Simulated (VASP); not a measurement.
# B5P (F-43m) in VASP: further runs

The runs below take B5P through relaxation of cell and atoms, with PBE.

Program: VASP 6.6.1. These are calculated values, not measurements. Logs are shortened: lines on timing, memory, paths and dates and some standing lists are left out, and cuts for length are marked.

**1. The cell of the first run**

The structure is cubic, space group F-43m (No. 216). Conventional cell: a = 6.405 Å, b = 6.405 Å, c = 6.405 Å, α = 90.00°, β = 90.00°, γ = 90.00°. B (site symmetry -43m) has 12 B at 2.66 Å and 4 P at 2.77 Å within 3.5 Å. Within 3.0 Å of B (site symmetry 3m) lie 9 B at 2.26 to 2.66 Å and 3 P at 2.66 Å. P (site symmetry -43m) has 16 B at 2.66 to 2.77 Å within 3.5 Å.

The cell was built from a structure type or drawn by symmetry, and may not be a known phase.

**2. Relaxation of cell and atoms, PBE**

File INCAR:

```
PREC = Accurate
ENCUT = 500
EDIFF = 1E-7
ISMEAR = 0
SIGMA = 0.2
LREAL = F
LASPH = T
NELM = 120
ALGO = Normal
ISIF = 3
LWAVE = F
LCHARG = F
GGA = PE
IBRION = 2
NSW = 36
EDIFFG = -0.08
GGA_COMPAT = F
NELMIN = 4
```

File KPOINTS:

```
Automatic mesh
0
Gamma
  4 4 4
```

File POSCAR:

```
B5P
1.0
    0.0000000000      3.2027053900      3.2027053900
    3.2027053900      0.0000000000      3.2027053900
    3.2027053900      3.2027053900      0.0000000000
B P
5 1
Direct
    0.2500000000      0.2500000000      0.2500000000
    0.1250000000      0.6250000000      0.6250000000
    0.6250000000      0.6250000000      0.6250000000
    0.6250000000      0.1250000000      0.6250000000
    0.6250000000      0.6250000000      0.1250000000
    0.0000000000      0.0000000000      0.0000000000
```

Potentials or basis: VASP PAW PBE potentials, release 64 (B, P).

The run is started by

```sh
$ cat potpaw_PBE.64/B/POTCAR potpaw_PBE.64/P/POTCAR > POTCAR
$ mpirun -np 1 vasp_std > vasp.out
```

OUTCAR:

```text
PREC = Accurate
   ENCUT = 500
   EDIFF = 1E-7
   ISMEAR = 0
   LREAL = F
   LASPH = T
   NELM = 120
   ISIF = 3
   GGA = PE
   IBRION = 2
   NSW = 36
   EDIFFG = -0.08
   NELMIN = 4

 ion  position               nearest neighbor table
   1  0.250  0.250  0.250-
   2  0.125  0.625  0.625-
   3  0.625  0.625  0.625-
   4  0.625  0.125  0.625-
   5  0.625  0.625  0.125-
   6  0.000  0.000  0.000-

  LATTYP: Found a face centered cubic cell.
 ALAT       =     6.4054107800

  Lattice vectors:

 A1 = (   0.0000000000,   3.2027053900,   3.2027053900)
 A2 = (   3.2027053900,   0.0000000000,   3.2027053900)
 A3 = (   3.2027053900,   3.2027053900,   0.0000000000)

Analysis of symmetry for initial positions (statically):
=====================================================================
 Subroutine PRICEL returns:
 Original cell was already a primitive cell.

 Routine SETGRP: Setting up the symmetry group for a
 face centered cubic supercell.

 Subroutine GETGRP returns: Found 24 space group operations
 (whereof 24 operations were pure point group operations)
 out of a pool of 48 trial point group operations.

The static configuration has the point symmetry T_d .

Analysis of symmetry for dynamics (positions and initial velocities):
=====================================================================
 Subroutine PRICEL returns:
 Original cell was already a primitive cell.

 Routine SETGRP: Setting up the symmetry group for a
 face centered cubic supercell.

 Subroutine GETGRP returns: Found 24 space group operations
 (whereof 24 operations were pure point group operations)
 out of a pool of 48 trial point group operations.

The dynamic configuration has the point symmetry T_d .

 Subroutine INISYM returns: Found 24 space group operations
 (whereof 24 operations are pure point group operations),
 and found     1 'primitive' translations

----------------------------------------------------------------------------------------

                                     Primitive cell

  volume of cell :      65.7024

  direct lattice vectors                    reciprocal lattice vectors
     0.000000000  3.202705390  3.202705390    -0.156118012  0.156118012  0.156118012
     3.202705390  0.000000000  3.202705390     0.156118012 -0.156118012  0.156118012
     3.202705390  3.202705390  0.000000000     0.156118012  0.156118012 -0.156118012

  length of vectors
     4.529309399  4.529309399  4.529309399     0.270404330  0.270404330  0.270404330

  position of ions in fractional coordinates (direct lattice)
     0.250000000  0.250000000  0.250000000
     0.125000000  0.625000000  0.625000000
     0.625000000  0.625000000  0.625000000
     0.625000000  0.125000000  0.625000000
     0.625000000  0.625000000  0.125000000
     0.000000000  0.000000000  0.000000000

  ion indices of the primitive-cell ions
   primitive index   ion index
                 1           1
                 2           2
                 3           3
                 4           4
                 5           5
                 6           6

----------------------------------------------------------------------------------------

 KPOINTS: Automatic mesh

Automatic generation of k-mesh.
 Grid dimensions read from file:
 generate k-points for:    4    4    4

 Generating k-lattice:

  Cartesian coordinates                     Fractional coordinates (reciprocal lattice)
    -0.039029503  0.039029503  0.039029503     0.250000000  0.000000000  0.000000000
     0.039029503 -0.039029503  0.039029503     0.000000000  0.250000000  0.000000000
     0.039029503  0.039029503 -0.039029503     0.000000000  0.000000000  0.250000000

  Length of vectors
     0.067601082  0.067601082  0.067601082

  Shift w.r.t. Gamma in fractional coordinates (k-lattice)
     0.000000000  0.000000000  0.000000000

 Subroutine IBZKPT returns following result:
 ===========================================

 Found      8 irreducible k-points:

 Following reciprocal coordinates:
            Coordinates               Weight
  0.000000  0.000000  0.000000      1.000000
  0.250000  0.000000  0.000000      8.000000
  0.500000  0.000000  0.000000      4.000000
  0.250000  0.250000  0.000000      6.000000
  0.500000  0.250000  0.000000     24.000000
 -0.250000  0.250000  0.000000     12.000000
  0.500000  0.500000  0.000000      3.000000
 -0.250000  0.500000  0.250000      6.000000
   k-points           NKPTS =      8   k-points in BZ     NKDIM =      8   number of bands    NBANDS=     14
   number of dos      NEDOS =    301   number of ions     NIONS =      6
   total plane-waves  NPLWV =  46656
   dimension x,y,z NGX =    36 NGY =   36 NGZ =   36
   dimension x,y,z NGXF=    72 NGYF=   72 NGZF=   72
   ions per type =               5   1
   NGX,Y,Z   is equivalent  to a cutoff of  13.21, 13.21, 13.21 a.u.
   NGXF,Y,Z  is equivalent  to a cutoff of  26.43, 26.43, 26.43 a.u.
 SYSTEM =  unknown system
   PREC   = accura    normal or accurate (medium, high low for compatibility)
   ISTART =      0    job   : 0-new  1-cont  2-samecut
   ICHARG =      2    charge: 1-file 2-atom 10-const
   ISPIN  =      1    spin polarized calculation?
   LNONCOLLINEAR =      F non collinear calculations
   LSORBIT =      F    spin-orbit coupling
   LASPH  =      T    aspherical Exc in radial PAW
   ENCUT  =  500.0 eV  36.75 Ry    6.06 a.u.   8.26  8.26  8.26*2*pi/ulx,y,z
   NELM   =    120;   NELMIN=  4; NELMDL= -5     # of ELM steps
   EDIFF  = 0.1E-06   stopping-criterion for ELM
   LREAL  =      F    real-space projection
   EDIFFG = -.8E-01   stopping-criterion for IOM
   NSW    =     36    number of steps for IOM
   IBRION =      2    ionic relax: 0-MD 1-quasi-New 2-CG
   NFREE  =      1    steps in history (QN), initial steepest desc. (CG)
   ISIF   =      3    stress and relaxation
   ISYM   =      2    0-nonsym 1-usesym 2-fastsym
   POTIM  = 0.5000    time-step for ionic-motion
   TEBEG  =    0.0;   TEEND  =   0.0 temperature during run
   PSTRESS=    0.0 pullay stress
   NELECT =      20.0000    total number of electrons
   NUPDOWN=      -1.0000    fix difference up-down
   EMIN   =  10.00;   EMAX   =-10.00  energy-range for DOS
   EFERMI =   0.00;   METHOD = LEGACY
   ISMEAR =     0;   SIGMA  =   0.20  broadening in eV -4-tet -1-fermi 0-gaus
   EFERMI_NEDOS =   21; number of points for ismear=-14 and -15
   IALGO  =     38    algorithm
   IMIX   =      4    mixing-type and parameters
     AMIX     =   0.40;   BMIX     =  1.00
     AMIX_MAG =   1.60;   BMIX_MAG =  1.00
  volume/ion in A,a.u.               =      10.95        73.90
  Fermi-wavevector in a.u.,A,eV,Ry     =   1.101263  2.081086 16.500886  1.212781
  Thomas-Fermi vector in A             =   2.237688
   LORBIT       =      0    0 simple, 1 ext, 2 COOP (PROOUT), +10 PAW based schemes
   GGA     = PE    functional components
   LHFCALC =     F    Hartree Fock is set to
   AEXX    =    0.0000 exact exchange contribution
   IVDW    =     0    specifies the selected vdW correction
   LEPSILON=     F    determine dielectric tensor
   LRPA    =     F    only Hartree local field effects (RPA)
 conjugate gradient relaxation of ions
 non-spin polarized calculation
 Gauss-broadening in eV      SIGMA  =   0.20
  energy-cutoff  :      500.00
  volume of cell :       65.70
 maximum number of plane-waves:      1700
 NGX is ok and might be reduce to    36
   NGX = 17   NGY = 17   NGZ = 17

--------------------------------------- Ionic step        1  -------------------------------------------

 number of electron      20.0000001 magnetization

 Free energy of the ion-electron system (eV)
  ---------------------------------------------------
  ext. energy  EPLUGINS =         0.00000000
  ---------------------------------------------------
  free energy    TOTEN  =       -25.87345417 eV

  energy without entropy =      -25.80836582  energy(sigma->0) =      -25.84090999

------------------------ aborting loop because EDIFF is reached ----------------------------------------

  FORCE on cell =-STRESS in cart. coord.  units (eV):
  Direction    XX          YY          ZZ          XY          YZ          ZX
  --------------------------------------------------------------------------------------
  -------------------------------------------------------------------------------------
  Total      -12.3362704    -12.3362704    -12.3362704      0.0000000      0.0000000      0.0000000
  in kB     -300.8247009   -300.8247009   -300.8247009      0.0000000      0.0000000      0.0000000
  external PRESSURE =    -300.8247009 kB  Pullay stress =       0.0000000 kB
[... 25 lines left out ...]
  energy  without entropy=      -25.8083658156  energy(sigma->0) =      -25.84090999

--------------------------------------- Ionic step        2  -------------------------------------------

 number of electron      20.0000001 magnetization

 E-fermi :   9.4890     XC(G=0): -12.2314

 val. band max:        9.3860344348   @ k =   0.2500   0.2500   0.0000
 cond. band min:       9.5227496144   @ k =   0.5000   0.0000   0.0000
 fundamental gap:      0.1367151796
 Fermi energy:         9.4889685892

 k-point     1 :       0.0000    0.0000    0.0000
  band No.  band energies     occupation
      1      -8.1075      2.00000
      2       0.7930      2.00000
      3       2.5432      2.00000
      4       2.5432      2.00000
      5       2.5432      2.00000
      6       3.4411      2.00000
      7       4.9444      2.00000
      8       4.9444      2.00000
      9       4.9444      2.00000
     10       6.7512      2.00000
     11       6.7512      2.00000
     12       7.4015      2.00000
     13       8.6528      2.00000
     14       8.6528      2.00000
[... 314 lines left out ...]
  energy  without entropy=      -28.7930159489  energy(sigma->0) =      -28.81089405

--------------------------------------- Ionic step        7  -------------------------------------------

 number of electron      20.0000000 magnetization

 Free energy of the ion-electron system (eV)
  ---------------------------------------------------
  ext. energy  EPLUGINS =         0.00000000
  ---------------------------------------------------
  free energy    TOTEN  =       -28.83254959 eV

  energy without entropy =      -28.79740724  energy(sigma->0) =      -28.81497841

 E-fermi :  10.6101     XC(G=0): -12.5840

 val. band max:       10.4739363166   @ k =   0.5000   0.0000   0.0000
 cond. band min:      10.6940543214   @ k =   0.2500   0.2500   0.0000
 fundamental gap:      0.2201180047
 Fermi energy:        10.6101108917

 k-point     1 :       0.0000    0.0000    0.0000
  band No.  band energies     occupation
      1      -7.9703      2.00000
      2       0.9946      2.00000
      3       3.0546      2.00000
      4       3.0546      2.00000
      5       3.0546      2.00000
      6       5.0682      2.00000
      7       5.7177      2.00000
      8       5.7177      2.00000
      9       5.7177      2.00000
     10       7.4737      2.00000
     11       7.4737      2.00000
     12       8.6276      2.00000
     13       9.7986      2.00000
     14       9.7986      2.00000
[... 150 lines left out ...]
  FREE ENERGIE OF THE ION-ELECTRON SYSTEM (eV)
  ---------------------------------------------------
  free  energy   TOTEN  =       -28.8325495884 eV

  energy  without entropy=      -28.7974072358  energy(sigma->0) =      -28.81497841

 reached required accuracy - stopping structural energy minimisation
```

It took 80 s on 1 thread of Intel Xeon 8259CL, shared host; peak memory 0.2 GiB.

Results:

```yaml
Free_energy: -28.8325 eV
Relaxed_volume: 7.35 Å³/atom
Relaxed_cell: a = 3.966 Å, b = 3.966 Å, c = 3.966 Å, α = 60.00°, β = 60.00°, γ = 60.00°
Space_group_after_relaxing_to_0.1_Å: F-43m (No. 216)
Energy_gained_by_relaxing: 493.2 meV/atom
Ionic_steps: 7
Pressure_after_relaxing: -0.4 GPa
```

Step by step:
| step | energy change (eV) | largest force (eV/Å) | pressure (GPa) | volume (Å³) |
| --- | --- | --- | --- | --- |
| 1 | 0.0000 | 0.0804 | -30.08 | 65.70 |
| 2 | -2.7247 | 0.5747 | -12.87 | 48.03 |
| 3 | -2.9072 | 0.5976 | -1.87 | 44.32 |
| 4 | -2.9104 | 0.5993 | 0.37 | 43.73 |
| 5 | -2.9541 | 0.1234 | 1.79 | 43.50 |
| 6 | -2.9553 | 0.0232 | 2.16 | 43.46 |
| 7 | -2.9591 | 0.0075 | -0.39 | 44.12 |

Final structure:
```
B P
1.0
     0.00000    2.80468    2.80468
     2.80468    0.00000    2.80468
     2.80468    2.80468    0.00000
B P
5 1
Direct
  0.25000 0.25000 0.25000
  0.13862 0.62046 0.62046
  0.62046 0.62046 0.62046
  0.62046 0.13862 0.62046
  0.62046 0.62046 0.13862
  0.00000 0.00000 0.00000
```

Levels at points of the mesh, in eV from the Fermi level:
```tsv
k point	band 9	band 10	band 11	band 12	band 13	band 14
(0.00, 0.00, 0.00)	-4.89	-3.14	-3.14	-1.98	-0.81	-0.81
(0.50, 0.00, 0.00)	-0.46	-0.14	-0.14	0.94	2.13	2.13
(0.50, 0.50, 0.00)	0.87	0.87	0.94	2.04	3.15	3.15
```

Caveat: the k points lie up to 0.49 Å⁻¹ apart in the final cell; the volume moved by over 15 % at a fixed basis, so the end points are rough; the highest band is partly filled, so the run has too few bands.

**3. Relaxation of cell and atoms, PBE**

This run uses another cell than the first one, of 9.46 Å³/atom.

File INCAR:

```
PREC = Accurate
ENCUT = 500
EDIFF = 1E-7
ISMEAR = 0
SIGMA = 0.2
LREAL = False
LASPH = True
NELM = 120
ALGO = Normal
ISIF = 3
LWAVE = False
LCHARG = False
GGA = PE
IBRION = 2
NSW = 36
EDIFFG = -0.08
GGA_COMPAT = False
NELMIN = 4
```

File KPOINTS:

```
regular mesh
0
Gamma
  5 5 5
```

File POSCAR:

```
B5P
1.0
    0.0000000000      3.0498522200      3.0498522200
    3.0498522200      0.0000000000      3.0498522200
    3.0498522200      3.0498522200      0.0000000000
B P
5 1
Direct
    0.3750000000      0.3750000000      0.8750000000
    0.3750000000      0.8750000000      0.3750000000
    0.8750000000      0.3750000000      0.3750000000
    0.3750000000      0.3750000000      0.3750000000
    0.7500000000      0.7500000000      0.7500000000
    0.0000000000      0.0000000000      0.0000000000
```

Potentials or basis: VASP PAW PBE potentials, release 64 (B, P).

The run is started by

```sh
$ cat potpaw_PBE.64/B/POTCAR potpaw_PBE.64/P/POTCAR > POTCAR
$ mpirun -np 1 vasp_std > vasp.out
```

Wall time 79 s (1 thread of Intel Xeon 8259CL, shared host); peak memory 0.17 GiB.

The run converged. Its results:

* Free energy: -28.6823 eV
* Relaxed volume: 7.46 Å³/atom
* Relaxed cell: a = 3.986 Å, b = 3.986 Å, c = 3.986 Å, α = 60.00°, β = 60.00°, γ = 60.00°
* Space group after relaxing (to 0.1 Å): F-43m (No. 216)
* Energy gained by relaxing: 184.8 meV/atom
* Ionic steps: 9
* Pressure after relaxing: 0.5 GPa

The path:
| step | energy change (eV) | largest force (eV/Å) | pressure (GPa) | volume (Å³) |
| --- | --- | --- | --- | --- |
| 1 | 0.0000 | 0.1700 | -24.95 | 56.74 |
| 2 | -1.0804 | 0.0811 | -1.91 | 45.48 |
| 3 | -1.0842 | 0.0867 | -0.24 | 44.94 |
| 4 | -1.0842 | 0.0893 | 0.43 | 44.72 |
| 5 | -1.0858 | 0.0939 | 0.38 | 44.72 |
| 6 | -1.0916 | 0.1210 | 0.28 | 44.74 |
| 7 | -1.1059 | 0.1144 | 0.36 | 44.78 |
| 8 | -1.0665 | 0.6333 | 2.91 | 44.84 |
| 9 | -1.1090 | 0.0644 | 0.52 | 44.79 |

Final structure:
```
CELL_PARAMETERS angstrom
0.00000 2.81864 2.81864
2.81864 0.00000 2.81864
2.81864 2.81864 0.00000
ATOMIC_POSITIONS crystal
B 0.38129 0.38129 0.85614
B 0.38129 0.85614 0.38129
B 0.85614 0.38129 0.38129
B 0.38129 0.38129 0.38129
B 0.75000 0.75000 0.75000
P 0.00000 0.00000 0.00000
```

Levels at points of the mesh, in eV from the Fermi level:
```
           k point  band 9  band 10  band 11  band 12  band 13  band 14
(0.00, 0.00, 0.00)   -4.49    -2.72    -2.72    -1.75    -0.51    -0.51
```

Caveat: the volume moved by over 15 % at a fixed basis, so the end points are rough; the highest band is partly filled, so the run has too few bands.

**4. Relaxation of cell and atoms, PBE**

This run uses another cell than the first one, of 10.32 Å³/atom.

File INCAR:

```
  PREC = Accurate
  ENCUT = 500
  EDIFF = 1E-7
  ISMEAR = 0
  SIGMA = 0.2
  LREAL = F
  LASPH = T
  NELM = 120
  ALGO = Normal
  ISIF = 3
  LWAVE = F
  LCHARG = F
  GGA = PE
  IBRION = 2
  NSW = 36
  EDIFFG = -0.08
  GGA_COMPAT = F
  NELMIN = 4
```

File KPOINTS:

```
Automatic mesh
0
Gamma
  5 5 5
```

File POSCAR:

```
B5P
1.0
    0.0000000000      3.1397224000      3.1397224000
    3.1397224000      0.0000000000      3.1397224000
    3.1397224000      3.1397224000      0.0000000000
B P
5 1
Direct
    0.9207145200      0.9207145200      0.9207145200
    0.9207145200      0.9207145200      0.2378564500
    0.9207145200      0.2378564500      0.9207145200
    0.2378564500      0.9207145200      0.9207145200
    0.5000000000      0.5000000000      0.5000000000
    0.7500000000      0.7500000000      0.7500000000
```

The run is started by

```sh
$ cat potpaw_PBE.64/B/POTCAR potpaw_PBE.64/P/POTCAR > POTCAR
$ mpirun -np 1 vasp_std > vasp.out
```

Wall time 2.5 min (1 thread of Intel Xeon 8259CL, shared host); peak memory 0.17 GiB.

The run converged. Its results:

- Free energy: -32.3265 eV
- Relaxed volume: 12.52 Å³/atom
- Relaxed cell: a = 4.736 Å, b = 4.736 Å, c = 4.736 Å, α = 60.00°, β = 60.00°, γ = 60.00°
- Space group after relaxing (to 0.1 Å): F-43m (No. 216)
- Pressure after relaxing: -0.1 GPa
- Largest force after relaxing: 0.009 eV/Å
- Band gap on the k mesh: zero (bands 10 and 11 overlap by 1.40 eV)

Forces in eV/Å, atoms in the order of the input:
```
B   -0.005 -0.005 -0.005
B    0.005  0.005 -0.005
B    0.005 -0.005  0.005
B   -0.005  0.005  0.005
B    0.000  0.000  0.000
P    0.000  0.000  0.000
```

Final structure:
```xyz
6
Lattice="0.0000 3.3486 3.3486 3.3486 0.0000 3.3486 3.3486 3.3486 0.0000" Properties=species:S:1:pos:R:3 pbc="T T T"
B     6.1019    6.1019    6.1019
B     3.9439    3.9439    6.1019
B     3.9439    6.1019    3.9439
B     6.1019    3.9439    3.9439
B     3.3486    3.3486    3.3486
P     5.0229    5.0229    5.0229
```

Levels at points of the mesh, in eV from the Fermi level:
```
           k point  band 6  band 7  band 8  band 9  band 10  band 11  band 12  band 13  band 14
(0.00, 0.00, 0.00)   -4.13   -4.13   -4.13   -4.01     0.09     0.09     1.53     1.53     1.53
```

Caveat: the volume moved by over 15 % at a fixed basis, so the end points are rough.

**5. The runs side by side**

```csv
cell,k mesh,pressure (GPa),relaxed volume (Å³/atom)
"relaxed from a = 4.529 Å, angles 60.0°, 6 atoms, atomic positions A",4 × 4 × 4,-0.4,7.35
"relaxed from a = 4.313 Å, angles 60.0°, 6 atoms, atomic positions A",5 × 5 × 5,0.5,-
"relaxed from a = 4.440 Å, angles 60.0°, 6 atoms, atomic positions B",5 × 5 × 5,-0.1,12.52
```

Alike in all rows: task relaxation of cell and atoms; level PBE; potentials or basis VASP PAW PBE potentials, release 64 (B, P); no spin polarisation; cutoff (eV) 500; smearing gaussian 0.2 eV.

Caveats: some runs use coarse meshes; the volume moved by over 15 % at a fixed basis, so the end points are rough; the highest band is partly filled, so the run has too few bands (at least some runs).

Total energies depend on the potentials used, so only differences within one code and one set of settings carry meaning.
